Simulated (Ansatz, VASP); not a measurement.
NaI: VASP beside Ansatz

```
Na I
1.0
     0.00000    3.20965    3.20965
     3.20965    0.00000    3.20965
     3.20965    3.20965    0.00000
Na I
1 1
Cartesian
  0.0000 0.0000 0.0000
  3.2097 3.2097 3.2097
```

Alike in both runs: task single point; functional HSE06; k mesh 4 × 4 × 4; occupations fermi-dirac, width 0.05 eV; no spin polarisation.

|  | VASP | Ansatz |
| --- | --- | --- |
| version | VASP 6.6.1 | Ansatz 0.2.0 development build |
| potentials or method | VASP PAW PBE potentials, release 64 (Na_pv, I), cutoff 520 eV | plane waves, all-electron PAW datasets generated for the crystal |

VASP gave:

```
gap on the k mesh at the Fermi level (eV) : 4.73
```

Q: What did Ansatz give for the same quantities?

A: gap on the k mesh at the Fermi level (eV): 4.75.

Ansatz ran all-electron here, and VASP with PAW potentials.

The k mesh is coarse, so the values compare programs but aren't converged. Spin-orbit coupling is off throughout.
